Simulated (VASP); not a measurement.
# InSb (I4/mmm) in VASP: further runs

InSb is run at these levels: LDA; tasks: single point.

Everything below comes from runs of VASP 6.6.1. Logs are shortened: lines on timing, memory, paths and dates and some standing lists are left out, and cuts for length are marked.

## 1. The cell of the first run

The structure is tetragonal, space group I4/mmm (No. 139). Conventional cell: a = 4.347 Å, b = 4.347 Å, c = 6.024 Å, α = 90.00°, β = 90.00°, γ = 90.00°. Within 4.0 Å of In (site symmetry 4/mmm) lie 6 Sb at 3.01 to 3.07 Å. Within 4.0 Å of Sb (site symmetry 4/mmm) lie 6 In at 3.01 to 3.07 Å.

## 2. Single point, LDA (strain -0.0200 x Voigt [0, 0, 1, 0, 0, 0])

File INCAR:

```
PREC = Accurate
ENCUT = 520
EDIFF = 1E-6
ISMEAR = 0
SIGMA = 0.15
LREAL = False
LASPH = True
NELM = 100
ALGO = Normal
ISIF = 2
LWAVE = False
LCHARG = True
LELF = True
LVHAR = True
NBANDS = 16
```

File KPOINTS:

```
regular mesh
0
Gamma
  14 14 14
```

File POSCAR:

```
InSb
1.0
    0.0000000000      3.0735130000      3.0120427400
    3.0735130000      0.0000000000      3.0120427400
    3.0735130000      3.0735130000      0.0000000000
In Sb
1 1
Direct
    0.0000000000      0.0000000000      0.0000000000
    0.5000000000      0.5000000000      0.5000000000
```

Potentials or basis: VASP PAW LDA potentials, release 64 (In_d, Sb).

Launch:

```console
cat potpaw_LDA.64/In_d/POTCAR potpaw_LDA.64/Sb/POTCAR > POTCAR
mpirun -np 1 vasp_std > vasp.out
```

OUTCAR:

```text
PREC = Accurate
   ENCUT = 520
   EDIFF = 1E-6
   ISMEAR = 0
   LREAL = False
   LASPH = True
   NELM = 100
   ISIF = 2

 ion  position               nearest neighbor table
   1  0.000  0.000  0.000-   2 3.01   2 3.01   2 3.07   2 3.07   2 3.07   2 3.07
   2  0.500  0.500  0.500-   1 3.01   1 3.01   1 3.07   1 3.07   1 3.07   1 3.07

  LATTYP: Found a body centered tetragonal cell.
 ALAT       =     4.3466037687
 C/A-ratio  =     1.3859292911

  Lattice vectors:

 A1 = (   0.0000000000,  -3.0735130000,  -3.0120427400)
 A2 = (   0.0000000000,   3.0735130000,  -3.0120427400)
 A3 = (   3.0735130000,   0.0000000000,   3.0120427400)

Analysis of symmetry for initial positions (statically):
=====================================================================
 Subroutine PRICEL returns:
 Original cell was already a primitive cell.

 Routine SETGRP: Setting up the symmetry group for a
 body centered tetragonal supercell.

 Subroutine GETGRP returns: Found 16 space group operations
 (whereof 16 operations were pure point group operations)
 out of a pool of 16 trial point group operations.

The static configuration has the point symmetry D_4h.

Analysis of symmetry for dynamics (positions and initial velocities):
=====================================================================
 Subroutine PRICEL returns:
 Original cell was already a primitive cell.

 Routine SETGRP: Setting up the symmetry group for a
 body centered tetragonal supercell.

 Subroutine GETGRP returns: Found 16 space group operations
 (whereof 16 operations were pure point group operations)
 out of a pool of 16 trial point group operations.

The dynamic configuration has the point symmetry D_4h.

 Subroutine INISYM returns: Found 16 space group operations
 (whereof 16 operations are pure point group operations),
 and found     1 'primitive' translations

----------------------------------------------------------------------------------------

                                     Primitive cell

  volume of cell :      56.9064

  direct lattice vectors                    reciprocal lattice vectors
     0.000000000  3.073513000  3.012042740    -0.162680295  0.162680295  0.166000301
     3.073513000  0.000000000  3.012042740     0.162680295 -0.162680295  0.166000301
     3.073513000  3.073513000  0.000000000     0.162680295  0.162680295 -0.166000301

  length of vectors
     4.303357251  4.303357251  4.346603769     0.283700293  0.283700293  0.283700293

  position of ions in fractional coordinates (direct lattice)
     0.000000000  0.000000000  0.000000000
     0.500000000  0.500000000  0.500000000

  ion indices of the primitive-cell ions
   primitive index   ion index
                 1           1
                 2           2

----------------------------------------------------------------------------------------

 KPOINTS: regular mesh

Automatic generation of k-mesh.
 Grid dimensions read from file:
 generate k-points for:   14   14   14

 Generating k-lattice:

  Cartesian coordinates                     Fractional coordinates (reciprocal lattice)
    -0.011620021  0.011620021  0.011857164     0.071428571  0.000000000  0.000000000
     0.011620021 -0.011620021  0.011857164     0.000000000  0.071428571  0.000000000
     0.011620021  0.011620021 -0.011857164    -0.000000000 -0.000000000  0.071428571

  Length of vectors
     0.020264307  0.020264307  0.020264307

  Shift w.r.t. Gamma in fractional coordinates (k-lattice)
     0.000000000  0.000000000  0.000000000

 Subroutine IBZKPT returns following result:
 ===========================================

 Found    244 irreducible k-points:

 Following reciprocal coordinates:
            Coordinates               Weight
  0.000000  0.000000  0.000000      1.000000
  0.071429  0.000000  0.000000      8.000000
  0.142857  0.000000  0.000000      8.000000
  0.214286  0.000000  0.000000      8.000000
  0.285714  0.000000  0.000000      8.000000
  0.357143  0.000000  0.000000      8.000000
[... 16 lines left out ...]
  0.214286  0.142857  0.000000      8.000000
  0.285714  0.142857  0.000000      8.000000
 [... further k-points ...]
   k-points           NKPTS =    244   k-points in BZ     NKDIM =    244   number of bands    NBANDS=     16
   number of dos      NEDOS =    301   number of ions     NIONS =      2
   total plane-waves  NPLWV =  32768
   dimension x,y,z NGX =    32 NGY =   32 NGZ =   32
   dimension x,y,z NGXF=    64 NGYF=   64 NGZF=   64
   ions per type =               1   1
   NGX,Y,Z   is equivalent  to a cutoff of  12.36, 12.36, 12.24 a.u.
   NGXF,Y,Z  is equivalent  to a cutoff of  24.72, 24.72, 24.48 a.u.
 SYSTEM =  unknown system
   PREC   = accura    normal or accurate (medium, high low for compatibility)
   ISTART =      0    job   : 0-new  1-cont  2-samecut
   ICHARG =      2    charge: 1-file 2-atom 10-const
   ISPIN  =      1    spin polarized calculation?
   LNONCOLLINEAR =      F non collinear calculations
   LSORBIT =      F    spin-orbit coupling
   LASPH  =      T    aspherical Exc in radial PAW
   ENCUT  =  520.0 eV  38.22 Ry    6.18 a.u.   8.00  8.00  8.08*2*pi/ulx,y,z
   NELM   =    100;   NELMIN=  2; NELMDL= -5     # of ELM steps
   EDIFF  = 0.1E-05   stopping-criterion for ELM
   LREAL  =      F    real-space projection
   EDIFFG = 0.1E-04   stopping-criterion for IOM
   NSW    =      0    number of steps for IOM
   IBRION =     -1    ionic relax: 0-MD 1-quasi-New 2-CG
   NFREE  =      0    steps in history (QN), initial steepest desc. (CG)
   ISIF   =      2    stress and relaxation
   ISYM   =      2    0-nonsym 1-usesym 2-fastsym
   POTIM  = 0.5000    time-step for ionic-motion
   TEBEG  =    0.0;   TEEND  =   0.0 temperature during run
   PSTRESS=    0.0 pullay stress
   NELECT =      18.0000    total number of electrons
   NUPDOWN=      -1.0000    fix difference up-down
   EMIN   =  10.00;   EMAX   =-10.00  energy-range for DOS
   EFERMI =   0.00;   METHOD = LEGACY
   ISMEAR =     0;   SIGMA  =   0.15  broadening in eV -4-tet -1-fermi 0-gaus
   EFERMI_NEDOS =   21; number of points for ismear=-14 and -15
   IALGO  =     38    algorithm
   IMIX   =      4    mixing-type and parameters
     AMIX     =   0.40;   BMIX     =  1.00
     AMIX_MAG =   1.60;   BMIX_MAG =  1.00
  volume/ion in A,a.u.               =      28.45       192.01
  Fermi-wavevector in a.u.,A,eV,Ry     =   1.115438  2.107871 16.928381  1.244201
  Thomas-Fermi vector in A             =   2.252042
   LORBIT       =      0    0 simple, 1 ext, 2 COOP (PROOUT), +10 PAW based schemes
   GGA     = CA    functional components
   LHFCALC =     F    Hartree Fock is set to
   AEXX    =    0.0000 exact exchange contribution
   IVDW    =     0    specifies the selected vdW correction
   LEPSILON=     F    determine dielectric tensor
   LRPA    =     F    only Hartree local field effects (RPA)
 non-spin polarized calculation
 Gauss-broadening in eV      SIGMA  =   0.15
  energy-cutoff  :      520.00
  volume of cell :       56.91
 maximum number of plane-waves:      1564
   NGX = 15   NGY = 15   NGZ = 17

 number of electron      17.9999998 magnetization

 Free energy of the ion-electron system (eV)
  ---------------------------------------------------
  ext. energy  EPLUGINS =         0.00000000
  ---------------------------------------------------
  free energy    TOTEN  =        -8.02204525 eV

  energy without entropy =       -8.00496850  energy(sigma->0) =       -8.01350687

 E-fermi :   6.5934     XC(G=0): -10.0245

 val. band max:        6.5837306826   @ k =   0.4286   0.0000   0.2143
 cond. band min:       6.5955521599   @ k =  -0.2143   0.3571   0.2857
 fundamental gap:      0.0118214772
 Fermi energy:         6.5934029515

 k-point     1 :       0.0000    0.0000    0.0000
  band No.  band energies     occupation
      1      -7.7486      2.00000
      2      -7.7404      2.00000
      3      -7.7138      2.00000
      4      -7.7138      2.00000
      5      -7.7064      2.00000
      6      -4.4529      2.00000
[... 8 lines left out ...]
     15      12.8996      0.00000
     16      13.0068      0.00000

 k-point     2 :       0.0714    0.0000    0.0000
  band No.  band energies     occupation
      1      -7.7501      2.00000
      2      -7.7417      2.00000
      3      -7.7134      2.00000
      4      -7.7126      2.00000
      5      -7.7057      2.00000
      6      -4.3979      2.00000
[... 8 lines left out ...]
     15      12.9283      0.00000
     16      13.0176      0.00000

 k-point     3 :       0.1429    0.0000    0.0000
  band No.  band energies     occupation
      1      -7.7548      2.00000
      2      -7.7455      2.00000
      3      -7.7126      2.00000
      4      -7.7088      2.00000
      5      -7.7032      2.00000
      6      -4.2347      2.00000
[... 8 lines left out ...]
     15      13.2752      0.00000
     16      13.3222      0.00000

 k-point     4 :       0.2143    0.0000    0.0000
  band No.  band energies     occupation
      1      -7.7619      2.00000
      2      -7.7518      2.00000
      3      -7.7123      2.00000
      4      -7.7026      2.00000
      5      -7.6985      2.00000
      6      -3.9685      2.00000
[... 8 lines left out ...]
     15      13.8119      0.00000
     16      13.8227      0.00000
[... 324 lines left out ...]
 k-point    22 :       0.1429    0.1429    0.0000
  band No.  band energies     occupation
      1      -7.7675      2.00000
      2      -7.7364      2.00000
      3      -7.7106      2.00000
      4      -7.7059      2.00000
      5      -7.7059      2.00000
      6      -4.1504      2.00000
[... 8 lines left out ...]
     15      14.2053      0.00000
     16      14.2053      0.00000

 k-point    23 :       0.2143    0.1429    0.0000
  band No.  band energies     occupation
      1      -7.7784      2.00000
      2      -7.7367      2.00000
      3      -7.7121      2.00000
      4      -7.7015      2.00000
      5      -7.7005      2.00000
      6      -3.9455      2.00000
[... 8 lines left out ...]
     15      14.6515      0.00000
     16      14.7302      0.00000

 k-point    24 :       0.2857    0.1429    0.0000
  band No.  band energies     occupation
      1      -7.7894      2.00000
      2      -7.7411      2.00000
      3      -7.7126      2.00000
      4      -7.6969      2.00000
      5      -7.6933      2.00000
      6      -3.6423      2.00000
[... 8 lines left out ...]
     15      15.1714      0.00000
     16      15.3706      0.00000

 [... further k-points ...]

------------------------ aborting loop because EDIFF is reached ----------------------------------------

  FORCE on cell =-STRESS in cart. coord.  units (eV):
  Direction    XX          YY          ZZ          XY          YZ          ZX
  --------------------------------------------------------------------------------------
  -------------------------------------------------------------------------------------
  Total       -1.3113810     -1.3113810     -0.7551463      0.0000000     -0.0000000     -0.0000000
  in kB      -36.9214075    -36.9214075    -21.2608410      0.0000000     -0.0000000     -0.0000000
  external PRESSURE =     -31.7012187 kB  Pullay stress =       0.0000000 kB

 VOLUME and BASIS-vectors are now :
 -----------------------------------------------------------------------------
  energy-cutoff  :      520.00
  volume of cell :       56.91
      direct lattice vectors                 reciprocal lattice vectors
     0.000000000  3.073513000  3.012042740    -0.162680295  0.162680295  0.166000301
     3.073513000  0.000000000  3.012042740     0.162680295 -0.162680295  0.166000301
     3.073513000  3.073513000  0.000000000     0.162680295  0.162680295 -0.166000301

 POSITION                                       TOTAL-FORCE (eV/Angst)
 -----------------------------------------------------------------------------------
      0.00000      0.00000      0.00000        -0.000000      0.000000      0.000000
      3.07351      3.07351      3.01204         0.000000     -0.000000      0.000000
 -----------------------------------------------------------------------------------
    total drift:                                0.000000     -0.000000     -0.000000

  FREE ENERGIE OF THE ION-ELECTRON SYSTEM (eV)
  ---------------------------------------------------
  free  energy   TOTEN  =        -8.0220452478 eV

  energy  without entropy=       -8.0049684996  energy(sigma->0) =       -8.01350687
```

Wall time 89 s (1 thread of AMD EPYC 9R45 (Zen 5), shared host); peak memory 0.31 GiB.

Results:

```
Free energy            : -8.0220 eV
Pressure               : -3.2 GPa
Band gap on the k mesh : zero (bands 9 and 10 overlap by 2.80 eV)
```

Caveat: the cell differs from its parent crystal (strain -0.0200 x Voigt [0, 0, 1, 0, 0, 0]); the cell stands under tension; spin-orbit coupling is left out, which moves the levels of the heavy elements.

## 3. Single point, LDA (strain -0.0150 x Voigt [0, 0, 1, 0, 0, 0])

File INCAR:

```
SYSTEM = InSb
  PREC = Accurate
  ENCUT = 520
  EDIFF = 1E-7
  ISMEAR = 0
  SIGMA = 0.15
  LREAL = .FALSE.
  LASPH = .TRUE.
  NELM = 80
  ALGO = Normal
  ISIF = 2
  LWAVE = .FALSE.
  LCHARG = .TRUE.
  GGA = CA
  LELF = .TRUE.
  LVHAR = .TRUE.
  NBANDS = 16
```

File KPOINTS:

```
Automatic mesh
0
G
  14 14 14
  0 0 0
```

File POSCAR:

```
InSb
1.0
    0.0000000000      3.0735130000      3.0274103050
    3.0735130000      0.0000000000      3.0274103050
    3.0735130000      3.0735130000      0.0000000000
In Sb
1 1
Direct
    0.0000000000      0.0000000000      0.0000000000
    0.5000000000      0.5000000000      0.5000000000
```

Potentials or basis: VASP PAW LDA potentials, release 64 (In_d, Sb).

Launch:

```console
cat potpaw_LDA.64/In_d/POTCAR potpaw_LDA.64/Sb/POTCAR > POTCAR
mpirun -np 1 vasp_std > vasp.out
```

It took 99 s on 1 thread of AMD EPYC 9R45 (Zen 5), shared host; peak memory 0.31 GiB.

Results (log left out):

* Free energy: -8.0178 eV
* Pressure: -3.4 GPa
* Band gap on the k mesh: zero (bands 9 and 10 overlap by 2.77 eV)

Stress tensor (GPa, compression positive):
```
-3.77  0.00  0.00
 0.00 -3.77  0.00
 0.00  0.00 -2.65
```

Levels at points of the mesh, in eV from the Fermi level:
| k point | band 6 | band 7 | band 8 | band 9 | band 10 | band 11 | band 12 | band 13 |
| --- | --- | --- | --- | --- | --- | --- | --- | --- |
| (0.00, 0.00, 0.00) | -11.01 | -0.55 | -0.15 | 0.01 | 0.01 | 5.86 | 5.86 | 6.19 |
| (0.50, 0.00, 0.00) | -9.21 | -6.45 | 0.32 | 0.40 | 2.15 | 2.40 | 2.53 | 3.22 |
| (0.50, 0.50, 0.00) | -8.42 | -4.43 | -3.51 | -2.16 | -2.16 | 3.25 | 8.16 | 8.16 |
| (0.50, 0.00, 0.50) | -8.55 | -4.43 | -3.37 | -2.18 | -2.01 | 3.31 | 7.99 | 8.46 |

Caveat: the cell differs from its parent crystal (strain -0.0150 x Voigt [0, 0, 1, 0, 0, 0]); the cell stands under tension; spin-orbit coupling is left out, which moves the levels of the heavy elements.
